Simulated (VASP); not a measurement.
# WCS in VASP: single point with PBE

Aim: the single point of WCS with PBE.

Everything below comes from runs of VASP 6.6.1. Logs are shortened: lines on timing, memory, paths and dates and some standing lists are left out, and cuts for length are marked.

**1. The cell of the first run**

The cell holds a sheet with vacuum, 6 atoms: a = 6.224 Å, b = 3.034 Å, c = 29.365 Å, α = 90.00°, β = 90.00°, γ = 118.73°.

**2. Single point, PBE**

The input, INCAR:

```
SYSTEM = WCS
ALGO     = Normal         ! electronic algorithm
DIPOL    = 0.5 0.5 0.291
EDIFF    = 1E-6           ! SCF threshold, eV
ENCUT    = 520            ! plane-wave cutoff, eV
GGA      = PE             ! functional
IDIPOL   = 3            
ISIF     = 2              ! what is computed and relaxed
ISMEAR   = 0              ! smearing method
LASPH    = .TRUE.         ! aspherical terms in the spheres
LCHARG   = .FALSE.        ! write CHGCAR
LDIPOL   = .TRUE.       
LREAL    = .FALSE.        ! projectors in reciprocal space
LWAVE    = .FALSE.        ! write WAVECAR
NBANDS   = 33             ! bands
NELM     = 80             ! most SCF steps
PREC     = Accurate       ! precision mode
SIGMA    = 0.1            ! smearing width, eV
```

The input, KPOINTS:

```
k-points
0
G
  6 6 1
  0 0 0
```

The input, POSCAR:

```
WCS
1.0
    6.2229298240      0.1130960874      0.0000000000
   -1.5067599244      2.6337744214      0.0000000000
    0.0000000000      0.0000000000     29.3647113200
W C S
2 2 2
Direct
    0.0041862766     -0.0129346209      0.2939984811
    0.4876279609     -0.0319437324      0.3032526410
    0.1656572603      0.6840031713      0.3294171291
    0.6875280049      0.6655605040      0.3375746810
    0.1515767166      0.6475571155      0.2406720070
    0.6700904474      0.7144242292      0.2424341981
```

Potentials or basis: VASP PAW PBE potentials, release 64 (W_sv, C, S).

Launch:

```sh
cat potpaw_PBE.64/W_sv/POTCAR potpaw_PBE.64/C/POTCAR potpaw_PBE.64/S/POTCAR > POTCAR
mpirun -np 1 vasp_std > vasp.out
```

OUTCAR:

```text
SYSTEM = WCS
   EDIFF = 1E-6
   ENCUT = 520
   GGA = PE
   ISIF = 2
   ISMEAR = 0
   LASPH = .TRUE.
   LREAL = .FALSE.
   NELM = 80
   PREC = Accurate

 ion  position               nearest neighbor table
   1  0.004  0.987  0.294-   3 1.96   3 2.13   4 2.15   5 2.29   5 2.35   6 2.38   2 3.05   2 3.06
                             2 3.20   2 3.23
   2  0.488  0.968  0.303-   3 1.92   4 2.12   4 2.12   6 2.43   5 2.60   6 2.67   1 3.05   1 3.06
                             1 3.20   1 3.23
   3  0.166  0.684  0.329-   2 1.92   1 1.96   1 2.13
   4  0.688  0.666  0.338-   2 2.12   2 2.12   1 2.15
   5  0.152  0.648  0.241-   1 2.29   1 2.35   2 2.60
   6  0.670  0.714  0.242-   1 2.38   2 2.43   2 2.67

  Warning from LATTYP: Monoclinic adjustment (A1->A3, A2->A1, A3->A2)!
  Warning from LATTYP: Got some problem with cell dimensions!
  Tried to take original basis but could not verify dimensions!
  LATTYP: Found a simple monoclinic cell.
 ALAT       =     3.0343192272
 B/A-ratio  =     9.6775286716
 C/A-ratio  =     1.7986893686
 COS(beta)  =    -0.0077594231

  Lattice vectors:

 A1 = (  -1.5067599244,   2.6337744214,   0.0000000000)
 A2 = (   0.0000000000,   0.0000000000, -29.3647113200)
 A3 = (  -4.7161698996,  -2.7468705088,   0.0000000000)

Analysis of symmetry for initial positions (statically):
=====================================================================
 Subroutine PRICEL returns:
 Original cell was already a primitive cell.

 Routine SETGRP: Setting up the symmetry group for a
 simple monoclinic supercell.

 Subroutine GETGRP returns: Found  1 space group operations
 (whereof  1 operations were pure point group operations)
 out of a pool of  4 trial point group operations.

The static configuration has the point symmetry C_1 .

Analysis of symmetry for dynamics (positions and initial velocities):
=====================================================================
 Subroutine PRICEL returns:
 Original cell was already a primitive cell.

 Routine SETGRP: Setting up the symmetry group for a
 simple monoclinic supercell.

 Subroutine GETGRP returns: Found  1 space group operations
 (whereof  1 operations were pure point group operations)
 out of a pool of  4 trial point group operations.

The dynamic configuration has the point symmetry C_1 .

 Subroutine INISYM returns: Found  1 space group operations
 (whereof  1 operations are pure point group operations),
 and found     1 'primitive' translations

----------------------------------------------------------------------------------------

                                     Primitive cell

  volume of cell :     486.2856

  direct lattice vectors                    reciprocal lattice vectors
     6.222929824  0.113096087  0.000000000     0.159042409  0.090986808  0.000000000
    -1.506759924  2.633774421  0.000000000    -0.006829391  0.375776202  0.000000000
     0.000000000  0.000000000 29.364711320     0.000000000  0.000000000  0.034054481

  length of vectors
     6.223957448  3.034319227 29.364711320     0.183229602  0.375838255  0.034054481

  position of ions in fractional coordinates (direct lattice)
     0.004186277  0.987065379  0.293998481
     0.487627961  0.968056268  0.303252641
     0.165657260  0.684003171  0.329417129
     0.687528005  0.665560504  0.337574681
     0.151576717  0.647557115  0.240672007
     0.670090447  0.714424229  0.242434198

  ion indices of the primitive-cell ions
   primitive index   ion index
                 1           1
                 2           2
                 3           3
                 4           4
                 5           5
                 6           6

----------------------------------------------------------------------------------------

 KPOINTS: k-points

Automatic generation of k-mesh.
 Grid dimensions read from file:
 generate k-points for:    6    6    1

 Generating k-lattice:

  Cartesian coordinates                     Fractional coordinates (reciprocal lattice)
     0.026507068  0.015164468  0.000000000     0.166666667  0.000000000  0.000000000
    -0.001138232  0.062629367  0.000000000     0.000000000  0.166666667  0.000000000
     0.000000000  0.000000000  0.034054481     0.000000000  0.000000000  1.000000000

  Length of vectors
     0.030538267  0.062639709  0.034054481

  Shift w.r.t. Gamma in fractional coordinates (k-lattice)
     0.000000000  0.000000000  0.000000000

 Subroutine IBZKPT returns following result:
 ===========================================

 Found     20 irreducible k-points:

 Following reciprocal coordinates:
            Coordinates               Weight
  0.000000  0.000000  0.000000      1.000000
  0.166667  0.000000  0.000000      2.000000
  0.333333  0.000000  0.000000      2.000000
  0.500000  0.000000  0.000000      1.000000
 -0.000000  0.166667  0.000000      2.000000
  0.166667  0.166667  0.000000      2.000000
[... 12 lines left out ...]
  0.333333  0.500000  0.000000      2.000000
  0.500000  0.500000  0.000000      1.000000
   k-points           NKPTS =     20   k-points in BZ     NKDIM =     20   number of bands    NBANDS=     33
   number of dos      NEDOS =    301   number of ions     NIONS =      6
   total plane-waves  NPLWV = 258048
   dimension x,y,z NGX =    48 NGY =   24 NGZ =  224
   dimension x,y,z NGXF=    96 NGYF=   48 NGZF=  448
   ions per type =               2   2   2
   NGX,Y,Z   is equivalent  to a cutoff of  12.82, 13.15, 12.68 a.u.
   NGXF,Y,Z  is equivalent  to a cutoff of  25.64, 26.30, 25.36 a.u.
 SYSTEM =  WCS
   PREC   = accura    normal or accurate (medium, high low for compatibility)
   ISTART =      0    job   : 0-new  1-cont  2-samecut
   ICHARG =      2    charge: 1-file 2-atom 10-const
   ISPIN  =      1    spin polarized calculation?
   LNONCOLLINEAR =      F non collinear calculations
   LSORBIT =      F    spin-orbit coupling
   LASPH  =      T    aspherical Exc in radial PAW
   ENCUT  =  520.0 eV  38.22 Ry    6.18 a.u.  11.57  5.64 54.60*2*pi/ulx,y,z
   NELM   =     80;   NELMIN=  2; NELMDL= -5     # of ELM steps
   EDIFF  = 0.1E-05   stopping-criterion for ELM
   LREAL  =      F    real-space projection
   EDIFFG = 0.1E-04   stopping-criterion for IOM
   NSW    =      0    number of steps for IOM
   IBRION =     -1    ionic relax: 0-MD 1-quasi-New 2-CG
   NFREE  =      0    steps in history (QN), initial steepest desc. (CG)
   ISIF   =      2    stress and relaxation
   ISYM   =      2    0-nonsym 1-usesym 2-fastsym
   POTIM  = 0.5000    time-step for ionic-motion
   TEBEG  =    0.0;   TEEND  =   0.0 temperature during run
   PSTRESS=    0.0 pullay stress
   NELECT =      48.0000    total number of electrons
   NUPDOWN=      -1.0000    fix difference up-down
   EMIN   =  10.00;   EMAX   =-10.00  energy-range for DOS
   EFERMI =   0.00;   METHOD = LEGACY
   ISMEAR =     0;   SIGMA  =   0.10  broadening in eV -4-tet -1-fermi 0-gaus
   EFERMI_NEDOS =   21; number of points for ismear=-14 and -15
   IALGO  =     38    algorithm
   IMIX   =      4    mixing-type and parameters
     AMIX     =   0.40;   BMIX     =  1.00
     AMIX_MAG =   1.60;   BMIX_MAG =  1.00
  volume/ion in A,a.u.               =      81.05       546.94
  Fermi-wavevector in a.u.,A,eV,Ry     =   0.756586  1.429740  7.788273  0.572422
  Thomas-Fermi vector in A             =   1.854740
   LORBIT       =      0    0 simple, 1 ext, 2 COOP (PROOUT), +10 PAW based schemes
   GGA     = PE    functional components
   LHFCALC =     F    Hartree Fock is set to
   AEXX    =    0.0000 exact exchange contribution
   IVDW    =     0    specifies the selected vdW correction
   LEPSILON=     F    determine dielectric tensor
   LRPA    =     F    only Hartree local field effects (RPA)
 non-spin polarized calculation
 Gauss-broadening in eV      SIGMA  =   0.10
  energy-cutoff  :      520.00
  volume of cell :      486.29
 maximum number of plane-waves:     13141
 NGX is ok and might be reduce to    48
   NGX = 23   NGY = 11   NGZ =109

 dipolmoment           0.000000      0.000000     -0.000011 electrons x Angstroem

 number of electron      47.9999999 magnetization

 dipolmoment           0.000000      0.000000      0.073785 electrons x Angstroem

 Free energy of the ion-electron system (eV)
  ---------------------------------------------------
  ext. energy  EPLUGINS =         0.00000000
  ---------------------------------------------------
  free energy    TOTEN  =       -49.61335441 eV

  energy without entropy =      -49.61016820  energy(sigma->0) =      -49.61176131

 E-fermi :  -3.4884     XC(G=0):  -2.4473

 val. band max:       -3.5736502976   @ k =  -0.3333   0.3333   0.0000
 cond. band min:      -3.4049460133   @ k =  -0.3333   0.3333   0.0000
 fundamental gap:      0.1687042843
 Fermi energy:        -3.4883558798

 k-point     1 :       0.0000    0.0000    0.0000
  band No.  band energies     occupation
      1     -77.6038      2.00000
      2     -77.5477      2.00000
      3     -42.1841      2.00000
      4     -41.8217      2.00000
      5     -41.8034      2.00000
      6     -41.7653      2.00000
[... 25 lines left out ...]
     32       1.4705      0.00000
     33       1.7700      0.00000

 k-point     2 :       0.1667    0.0000    0.0000
  band No.  band energies     occupation
      1     -77.6032      2.00000
      2     -77.5483      2.00000
      3     -42.1588      2.00000
      4     -41.8213      2.00000
      5     -41.8046      2.00000
      6     -41.7717      2.00000
[... 25 lines left out ...]
     32       1.6008      0.00000
     33       1.9019      0.00000
[... 610 lines left out ...]
     32       2.1530      0.00000
     33       2.6010      0.00000

 k-point    20 :       0.5000    0.5000    0.0000
  band No.  band energies     occupation
      1     -77.5849      2.00000
      2     -77.5328      2.00000
      3     -42.2075      2.00000
      4     -42.0487      2.00000
      5     -41.9477      2.00000
      6     -41.8699      2.00000
[... 25 lines left out ...]
     32       2.4337      0.00000
     33       2.6381      0.00000

------------------------ aborting loop because EDIFF is reached ----------------------------------------

 vacuum level on the upper side and lower side of the slab       (xc-potential included)         0.390        -0.402

  FORCE on cell =-STRESS in cart. coord.  units (eV):
  Direction    XX          YY          ZZ          XY          YZ          ZX
  --------------------------------------------------------------------------------------
  -------------------------------------------------------------------------------------
  Total        5.9626146      4.5377399      0.3460809     -2.6608298      0.3006396     -2.6744467
  in kB       19.6451775     14.9506067      1.1402415     -8.7667033      0.9905249     -8.8115674
  external PRESSURE =      11.9120086 kB  Pullay stress =       0.0000000 kB

 VOLUME and BASIS-vectors are now :
 -----------------------------------------------------------------------------
  energy-cutoff  :      520.00
  volume of cell :      486.29
      direct lattice vectors                 reciprocal lattice vectors
     6.222929824  0.113096087  0.000000000     0.159042409  0.090986808  0.000000000
    -1.506759924  2.633774421  0.000000000    -0.006829391  0.375776202  0.000000000
     0.000000000  0.000000000 29.364711320     0.000000000  0.000000000  0.034054481

 POSITION                                       TOTAL-FORCE (eV/Angst)
 -----------------------------------------------------------------------------------
     -1.46122      2.60018      8.63318        -2.841247      0.858974      3.789960
      1.57585      2.60479      8.90493         2.467733      2.965871     -1.056548
      0.00024      1.82025      9.67324        -0.080588     -1.852057      1.154329
      3.27560      1.83069      9.91278        -0.889120     -0.553743     -2.329716
     -0.03246      1.72266      7.06726         1.736493      0.375019     -1.884800
      3.09346      1.95742      7.11901        -0.393271     -1.794064      0.326776
 -----------------------------------------------------------------------------------
    total drift:                               -0.000063     -0.000078      0.000170

  FREE ENERGIE OF THE ION-ELECTRON SYSTEM (eV)
  ---------------------------------------------------
  free  energy   TOTEN  =       -49.6133544084 eV

  energy  without entropy=      -49.6101682043  energy(sigma->0) =      -49.61176131

 vacuum level on the upper side and lower side of the slab         2.694         1.888
```

Run time: 17 min. Hardware: 1 thread of Intel Xeon 8259CL, shared host; peak memory 0.72 GiB.

Results:

```yaml
Free_energy: -49.6134 eV
Largest_force: 4.814 eV/Å
Band_gap_on_the_k_mesh: 0.17 eV
```

Forces on the atoms (eV/Å):
```
W   -2.841  0.859  3.790
W    2.468  2.966 -1.057
C   -0.081 -1.852  1.154
C   -0.889 -0.554 -2.330
S    1.736  0.375 -1.885
S   -0.393 -1.794  0.327
```

Caveat: spin-orbit coupling is left out, which moves the levels of the heavy elements.
